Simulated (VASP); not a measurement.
Runs of VASP 6.6.1 on MgO. The structure is that of space group P6_3/mmc (No. 194), or close to it. The cells are those of the table. 

| cell | gap on the mesh (eV) | pressure (GPa) |
| --- | --- | --- |
| a = 3.397, b = 3.397, c = 4.071 Å, angles 90.0, 90.0, 120.0°, 4 atoms | 3.71 | 13.2 |
| a = 3.457, b = 3.457, c = 4.143 Å, angles 90.0, 90.0, 120.0°, 4 atoms | (a) | 4.4 |
| a = 3.486, b = 3.486, c = 4.178 Å, angles 90.0, 90.0, 120.0°, 4 atoms | 3.31 | 0.8 |
| a = 3.544, b = 3.544, c = 4.247 Å, angles 90.0, 90.0, 120.0°, 4 atoms | (b) | -5.3 |
| a = 3.571, b = 3.571, c = 4.280 Å, angles 90.0, 90.0, 120.0°, 4 atoms | 2.96 | (c) |

Alike in all rows: task single point; level PBEsol; potentials or basis VASP PAW PBE potentials, release 64 (Mg, O); no spin polarisation; k mesh 6 × 6 × 6; cutoff (eV) 520; smearing gaussian 0.01 eV.

Fill in the values left out.

(a) 3.44; (b) 3.07; (c) -7.7.

Caveats: the PAW data sets were made with another functional, which shifts forces and pressure a little.

